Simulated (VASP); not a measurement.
# Co (P6_3/mmc) in VASP: a series of runs

The runs below take Co through single point, with PBE.

Program: VASP 6.6.1. These are calculated values, not measurements. Logs are shortened: lines on timing, memory, paths and dates and some standing lists are left out, and cuts for length are marked.

## 1. The cell of the first run

Symmetry: P6_3/mmc, No. 194, hexagonal system. Conventional cell: a = 2.443 Å, b = 2.443 Å, c = 4.516 Å, α = 90.00°, β = 90.00°, γ = 120.00°. Within 3.2 Å of Co (site symmetry -6m2) lie 12 Co at 2.44 to 2.66 Å.

## 2. Single point, PBE, collinear spin, ferromagnetic start

The input, INCAR:

```
PREC = Accurate
ENCUT = 520
EDIFF = 1E-6
ISMEAR = 0
SIGMA = 0.15
LREAL = F
LASPH = T
NELM = 150
ALGO = Normal
ISIF = 2
LWAVE = F
LCHARG = F
ISPIN = 2
MAGMOM = 1.86 1.86
LORBIT = 11
LMAXMIX = 4
GGA = PE
NBANDS = 20
```

The input, KPOINTS:

```
Automatic mesh
0
Gamma
  21 21 12
```

The input, POSCAR:

```
Co
1.0
    2.4435000000      0.0000000000      0.0000000000
   -1.2217500000      2.1161330741      0.0000000000
    0.0000000000      0.0000000000      4.5161000000
Co
2
Direct
    0.3333333333      0.6666666667      0.2500000000
    0.6666666667      0.3333333333      0.7500000000
```

Potentials or basis: VASP PAW PBE potentials, release 64 (Co).

The run is started by

```
> cat potpaw_PBE.64/Co/POTCAR > POTCAR
> mpirun -np 1 vasp_std > vasp.out
```

OUTCAR:

```text
PREC = Accurate
   ENCUT = 520
   EDIFF = 1E-6
   ISMEAR = 0
   LREAL = F
   LASPH = T
   NELM = 150
   ISIF = 2
   ISPIN = 2
   LORBIT = 11
   GGA = PE

 ion  position               nearest neighbor table
   1  0.333  0.667  0.250-   2 2.66   2 2.66   2 2.66   2 2.66   2 2.66   2 2.66
   2  0.667  0.333  0.750-   1 2.66   1 2.66   1 2.66   1 2.66   1 2.66   1 2.66

  LATTYP: Found a hexagonal cell.
 ALAT       =     2.4435000000
 C/A-ratio  =     1.8482095355

  Lattice vectors:

 A1 = (   2.4435000000,   0.0000000000,   0.0000000000)
 A2 = (  -1.2217500000,   2.1161330741,   0.0000000000)
 A3 = (   0.0000000000,   0.0000000000,   4.5161000000)

Analysis of symmetry for initial positions (statically):
=====================================================================
 Subroutine PRICEL returns:
 Original cell was already a primitive cell.

 Routine SETGRP: Setting up the symmetry group for a
 hexagonal supercell.

 Subroutine GETGRP returns: Found 24 space group operations
 (whereof 12 operations were pure point group operations)
 out of a pool of 24 trial point group operations.

The static configuration has the point symmetry D_3d.
 The point group associated with its full space group is D_6h.

Analysis of symmetry for dynamics (positions and initial velocities):
=====================================================================
 Subroutine PRICEL returns:
 Original cell was already a primitive cell.

 Routine SETGRP: Setting up the symmetry group for a
 hexagonal supercell.

 Subroutine GETGRP returns: Found 24 space group operations
 (whereof 12 operations were pure point group operations)
 out of a pool of 24 trial point group operations.

The dynamic configuration has the point symmetry D_3d.
 The point group associated with its full space group is D_6h.

Analysis of structural, dynamic, and magnetic symmetry:
=====================================================================
 Subroutine PRICEL returns:
 Original cell was already a primitive cell.

 Routine SETGRP: Setting up the symmetry group for a
 hexagonal supercell.

 Subroutine GETGRP returns: Found 24 space group operations
 (whereof 12 operations were pure point group operations)
 out of a pool of 24 trial point group operations.

The overall configuration has the point symmetry D_3d.
 The point group associated with its full space group is D_6h.

 Subroutine INISYM returns: Found 24 space group operations
 (whereof 12 operations are pure point group operations),
 and found     1 'primitive' translations

----------------------------------------------------------------------------------------

                                     Primitive cell

  volume of cell :      23.3517

  direct lattice vectors                    reciprocal lattice vectors
     2.443500000  0.000000000  0.000000000     0.409249028  0.236280037  0.000000000
    -1.221750000  2.116133074  0.000000000     0.000000000  0.472560073  0.000000000
     0.000000000  0.000000000  4.516100000     0.000000000  0.000000000  0.221429995

  length of vectors
     2.443500000  2.443500000  4.516100000     0.472560073  0.472560073  0.221429995

  position of ions in fractional coordinates (direct lattice)
     0.333333333  0.666666667  0.250000000
     0.666666667  0.333333333  0.750000000

  ion indices of the primitive-cell ions
   primitive index   ion index
                 1           1
                 2           2

----------------------------------------------------------------------------------------

 KPOINTS: Automatic mesh

Automatic generation of k-mesh.
 Grid dimensions read from file:
 generate k-points for:   21   21   12

 Generating k-lattice:

  Cartesian coordinates                     Fractional coordinates (reciprocal lattice)
     0.019488049  0.011251430  0.000000000     0.047619048  0.000000000  0.000000000
     0.000000000  0.022502861  0.000000000     0.000000000  0.047619048  0.000000000
     0.000000000  0.000000000  0.018452500     0.000000000  0.000000000  0.083333333

  Length of vectors
     0.022502861  0.022502861  0.018452500

  Shift w.r.t. Gamma in fractional coordinates (k-lattice)
     0.000000000  0.000000000  0.000000000

 Subroutine IBZKPT returns following result:
 ===========================================

 Found    336 irreducible k-points:

 Following reciprocal coordinates:
            Coordinates               Weight
  0.000000  0.000000  0.000000      1.000000
  0.047619  0.000000  0.000000      6.000000
  0.095238 -0.000000  0.000000      6.000000
  0.142857 -0.000000  0.000000      6.000000
  0.190476 -0.000000  0.000000      6.000000
  0.238095 -0.000000  0.000000      6.000000
[... 16 lines left out ...]
  0.142857  0.095238  0.000000     12.000000
  0.190476  0.095238  0.000000     12.000000
 [... further k-points ...]
   k-points           NKPTS =    336   k-points in BZ     NKDIM =    336   number of bands    NBANDS=     20
   number of dos      NEDOS =    301   number of ions     NIONS =      2
   total plane-waves  NPLWV =  11664
   dimension x,y,z NGX =    18 NGY =   18 NGZ =   36
   dimension x,y,z NGXF=    36 NGYF=   36 NGZF=   72
   ions per type =               2
   NGX,Y,Z   is equivalent  to a cutoff of  12.25, 12.25, 13.25 a.u.
   NGXF,Y,Z  is equivalent  to a cutoff of  24.49, 24.49, 26.50 a.u.
 SYSTEM =  unknown system
   PREC   = accura    normal or accurate (medium, high low for compatibility)
   ISTART =      0    job   : 0-new  1-cont  2-samecut
   ICHARG =      2    charge: 1-file 2-atom 10-const
   ISPIN  =      2    spin polarized calculation?
   LNONCOLLINEAR =      F non collinear calculations
   LSORBIT =      F    spin-orbit coupling
   LASPH  =      T    aspherical Exc in radial PAW
   ENCUT  =  520.0 eV  38.22 Ry    6.18 a.u.   4.54  4.54  8.40*2*pi/ulx,y,z
   NELM   =    150;   NELMIN=  2; NELMDL= -5     # of ELM steps
   EDIFF  = 0.1E-05   stopping-criterion for ELM
   LREAL  =      F    real-space projection
   EDIFFG = 0.1E-04   stopping-criterion for IOM
   NSW    =      0    number of steps for IOM
   IBRION =     -1    ionic relax: 0-MD 1-quasi-New 2-CG
   NFREE  =      0    steps in history (QN), initial steepest desc. (CG)
   ISIF   =      2    stress and relaxation
   ISYM   =      2    0-nonsym 1-usesym 2-fastsym
   POTIM  = 0.5000    time-step for ionic-motion
   TEBEG  =    0.0;   TEEND  =   0.0 temperature during run
   PSTRESS=    0.0 pullay stress
   NELECT =      18.0000    total number of electrons
   NUPDOWN=      -1.0000    fix difference up-down
   EMIN   =  10.00;   EMAX   =-10.00  energy-range for DOS
   EFERMI =   0.00;   METHOD = LEGACY
   ISMEAR =     0;   SIGMA  =   0.15  broadening in eV -4-tet -1-fermi 0-gaus
   EFERMI_NEDOS =   21; number of points for ismear=-14 and -15
   IALGO  =     38    algorithm
   IMIX   =      4    mixing-type and parameters
     AMIX     =   0.40;   BMIX     =  1.00
     AMIX_MAG =   1.60;   BMIX_MAG =  1.00
  volume/ion in A,a.u.               =      11.68        78.79
  Fermi-wavevector in a.u.,A,eV,Ry     =   1.501042  2.836557 30.655636  2.253126
  Thomas-Fermi vector in A             =   2.612464
   LORBIT       =     11    0 simple, 1 ext, 2 COOP (PROOUT), +10 PAW based schemes
   GGA     = PE    functional components
   LHFCALC =     F    Hartree Fock is set to
   AEXX    =    0.0000 exact exchange contribution
   IVDW    =     0    specifies the selected vdW correction
   LEPSILON=     F    determine dielectric tensor
   LRPA    =     F    only Hartree local field effects (RPA)
 spin polarized calculation
 Gauss-broadening in eV      SIGMA  =   0.15
  energy-cutoff  :      520.00
  volume of cell :       23.35
 maximum number of plane-waves:       653
   NGX =  9   NGY =  9   NGZ = 17

 number of electron      17.9999984 magnetization       3.3659595

 Free energy of the ion-electron system (eV)
  ---------------------------------------------------
  ext. energy  EPLUGINS =         0.00000000
  ---------------------------------------------------
  free energy    TOTEN  =       -13.81789993 eV

  energy without entropy =      -13.78888816  energy(sigma->0) =      -13.80339404

 E-fermi :   9.3692     XC(G=0): -12.9669

 val. band max:        9.3691584307   @ k =   0.3810   0.1429   0.4167
 cond. band min:       9.3698819265   @ k =   0.0952  -0.0000   0.0833
 fundamental gap:      0.0007234958
 Fermi energy:         9.3692024705

 spin component 1

 k-point     1 :       0.0000    0.0000    0.0000
  band No.  band energies     occupation
      1       0.7715      1.00000
      2       4.2026      1.00000
      3       6.1547      1.00000
      4       6.8127      1.00000
      5       6.8127      1.00000
      6       6.9713      1.00000
[... 12 lines left out ...]
     19      35.4343      0.00000
     20      36.5967      0.00000
[... 507 lines left out ...]
 k-point    24 :       0.1905    0.0952    0.0000
  band No.  band energies     occupation
      1       2.9087      1.00000
      2       5.3359      1.00000
      3       5.6868      1.00000
      4       6.1238      1.00000
      5       6.4688      1.00000
      6       6.9221      1.00000
[... 12 lines left out ...]
     19      32.8092      0.00000
     20      33.4520      0.00000

 [... further k-points ...]

 spin component 2

 k-point     1 :       0.0000    0.0000    0.0000
  band No.  band energies     occupation
      1       0.7806      1.00000
      2       5.0133      1.00000
      3       7.6697      1.00000
      4       7.9585      1.00000
      5       8.4546      1.00000
      6       8.4546      1.00000
[... 12 lines left out ...]
     19      35.8158      0.00000
     20      36.8584      0.00000
[... 507 lines left out ...]
 k-point    24 :       0.1905    0.0952    0.0000
  band No.  band energies     occupation
      1       2.9606      1.00000
      2       6.4203      1.00000
      3       6.7940      1.00000
      4       7.5375      1.00000
      5       7.9938      1.00000
      6       8.6114      1.00000
[... 12 lines left out ...]
     19      33.1149      0.00000
     20      33.7443      0.00000

 [... further k-points ...]
[... 5 lines left out ...]
  --------------------------------------------------------------------------------------
  -------------------------------------------------------------------------------------
  Total       -0.0069614     -0.0069614     -4.1153350      0.0000000      0.0000000     -0.0000000
  in kB       -0.4776274     -0.4776274   -282.3559296      0.0000000      0.0000000     -0.0000000
  external PRESSURE =     -94.4370615 kB  Pullay stress =       0.0000000 kB

 VOLUME and BASIS-vectors are now :
 -----------------------------------------------------------------------------
  energy-cutoff  :      520.00
  volume of cell :       23.35
      direct lattice vectors                 reciprocal lattice vectors
     2.443500000  0.000000000  0.000000000     0.409249028  0.236280037  0.000000000
    -1.221750000  2.116133074  0.000000000     0.000000000  0.472560073  0.000000000
     0.000000000  0.000000000  4.516100000     0.000000000  0.000000000  0.221429995

 POSITION                                       TOTAL-FORCE (eV/Angst)
 -----------------------------------------------------------------------------------
     -0.00000      1.41076      1.12902         0.000000     -0.000000      0.000000
      1.22175      0.70538      3.38707        -0.000000      0.000000      0.000000
 -----------------------------------------------------------------------------------
    total drift:                                0.000000     -0.000000     -0.000000

  FREE ENERGIE OF THE ION-ELECTRON SYSTEM (eV)
  ---------------------------------------------------
  free  energy   TOTEN  =       -13.8178999285 eV

  energy  without entropy=      -13.7888881587  energy(sigma->0) =      -13.80339404

 total charge

# of ion       s       p       d       tot
------------------------------------------
    1        0.468   0.468   7.225   8.161
    2        0.468   0.468   7.225   8.161
--------------------------------------------------
tot          0.936   0.937  14.450  16.323

 magnetization (x)

# of ion       s       p       d       tot
------------------------------------------
    1       -0.011  -0.047   1.769   1.711
    2       -0.011  -0.047   1.769   1.711
--------------------------------------------------
tot         -0.022  -0.095   3.538   3.422
```

It took 1.9 min on 1 thread of AMD EPYC 9R45 (Zen 5), shared host; peak memory 0.28 GiB.

What came out:

```yaml
Free_energy: -13.8179 eV
Pressure: -9.4 GPa
Net_moment: 3.37 μB per cell
Site_moments: Co +1.71 μB
Valence_electrons_inside_the_program's_atomic_spheres: Co 8.16
```

## 3. Single point, PBE, collinear spin, ferromagnetic start

This run uses another cell than the first one, of 11.44 Å³/atom, 0.980 times its volume.

The input, INCAR:

```
SYSTEM = Co
ALGO = Normal
EDIFF = 1E-6
ENCUT = 520
GGA = PE
ISIF = 2
ISMEAR = 0
ISPIN = 2
LASPH = .TRUE.
LCHARG = .FALSE.
LMAXMIX = 4
LORBIT = 11
LREAL = .FALSE.
LWAVE = .FALSE.
MAGMOM = 1.86 1.86
NBANDS = 20
NELM = 150
PREC = Accurate
SIGMA = 0.15
```

The input, KPOINTS:

```
k-points
0
G
  21 21 12
  0 0 0
```

The input, POSCAR:

```
Co
1.0
    2.4186000000      0.0000000000      0.0000000000
   -1.2093000000      2.0945690416      0.0000000000
    0.0000000000      0.0000000000      4.5161000000
Co
2
Direct
    0.3333333333      0.6666666667      0.2500000000
    0.6666666667      0.3333333333      0.7500000000
```

Potentials or basis: VASP PAW PBE potentials, release 64 (Co).

The run is started by

```
> cat potpaw_PBE.64/Co/POTCAR > POTCAR
> mpirun -np 1 vasp_std > vasp.out
```

Run time: 1.8 min. Hardware: 1 thread of Intel Xeon 6975P-C (Granite Rapids), shared host; peak memory 0.31 GiB.

The run converged. Its results:

| Item | Value |
| --- | --- |
| Free energy | -13.8099 eV |
| Pressure | -5.5 GPa |
| Net moment | 3.33 μB per cell |
| Site moments | Co +1.69 μB |
| Valence electrons inside the program's atomic spheres | Co 8.20 |

Stress tensor (GPa, compression positive):
```
  5.48   0.00   0.00
  0.00   5.48   0.00
  0.00   0.00 -27.42
```

Levels at points of the mesh, in eV from the Fermi level:
Spin up:
```tsv
k point	band 9	band 10	band 11	band 12	band 13	band 14
(0.00, 0.00, 0.00)	-1.69	-1.48	-1.12	-1.12	3.86	19.93
(0.00, 0.00, 0.50)	-1.34	-1.34	-1.34	-1.34	10.85	10.85
```
Spin down:
```
           k point  band 5  band 6  band 7  band 8  band 9  band 10
(0.00, 0.00, 0.00)   -0.96   -0.96   -0.78   -0.78    0.33     0.33
(0.00, 0.00, 0.50)   -0.92   -0.92   -0.92   -0.92    0.71     0.71
```

## 4. Single point, PBE, collinear spin, ferromagnetic start

This run uses another cell than the first one, of 11.49 Å³/atom, 0.984 times its volume.

The input, INCAR:

```
  PREC = Accurate
  ENCUT = 520
  EDIFF = 1E-7
  ISMEAR = 0
  SIGMA = 0.15
  LREAL = F
  LASPH = T
  NELM = 150
  ALGO = Normal
  ISIF = 2
  LWAVE = F
  LCHARG = F
  ISPIN = 2
  MAGMOM = 1.86 1.86
  LORBIT = 11
  LMAXMIX = 4
  GGA = PE
  NBANDS = 20
```

The input, KPOINTS:

```
regular mesh
0
Gamma
  21 21 12
```

The input, POSCAR:

```
Co
1.0
    2.4684000000      0.0000000000      0.0000000000
   -1.2342000000      2.1376971067      0.0000000000
    0.0000000000      0.0000000000      4.3548000000
Co
2
Direct
    0.3333333333      0.6666666667      0.2500000000
    0.6666666667      0.3333333333      0.7500000000
```

The run is started by

```
> cat potpaw_PBE.64/Co/POTCAR > POTCAR
> mpirun -np 1 vasp_std > vasp.out
```

It took 1.8 min on 1 thread of Intel Xeon 6975P-C (Granite Rapids), shared host; peak memory 0.31 GiB.

The run converged. Its results:

- Free energy: -13.9486 eV
- Pressure: -9.2 GPa
- Net moment: 3.32 μB per cell
- Site moments: Co +1.69 μB
- Valence electrons inside the program's atomic spheres: Co 8.18

Stress tensor (GPa, compression positive):
```
 -2.51   0.00   0.00
  0.00  -2.51   0.00
  0.00   0.00 -22.54
```

Levels at points of the mesh, in eV from the Fermi level:
Spin up:
```
           k point  band 9  band 10  band 11  band 12  band 13  band 14
(0.00, 0.00, 0.00)   -1.78    -1.06    -1.06    -0.95     4.60    21.92
(0.00, 0.00, 0.50)   -1.31    -1.31    -1.31    -1.31    12.17    12.17
```
Spin down:
```
           k point  band 4  band 5  band 6  band 7  band 8  band 9  band 10  band 11
(0.00, 0.00, 0.00)   -1.02   -0.90   -0.90   -0.66   -0.66    0.16     0.16     0.97
(0.00, 0.00, 0.50)   -1.81   -0.88   -0.88   -0.88   -0.88    0.68     0.68     0.68
```

## 5. Summary

| cell | gap on the mesh (eV) | pressure (GPa) | moment (μB) |
| --- | --- | --- | --- |
| a = 2.443, b = 2.443, c = 4.516 Å, angles 90.0, 90.0, 120.0°, 2 atoms | none | -9.4 | 3.37 |
| a = 2.419, b = 2.419, c = 4.516 Å, angles 90.0, 90.0, 120.0°, 2 atoms | none | -5.5 | 3.33 |
| a = 2.468, b = 2.468, c = 4.355 Å, angles 90.0, 90.0, 120.0°, 2 atoms | none | -9.2 | 3.32 |

Alike in all rows: task single point; level PBE; potentials or basis VASP PAW PBE potentials, release 64 (Co); spin collinear, ferromagnetic start; k mesh 21 × 21 × 12; cutoff (eV) 520; smearing gaussian 0.15 eV.

Total energies depend on the potentials used, so only differences within one code and one set of settings carry meaning.
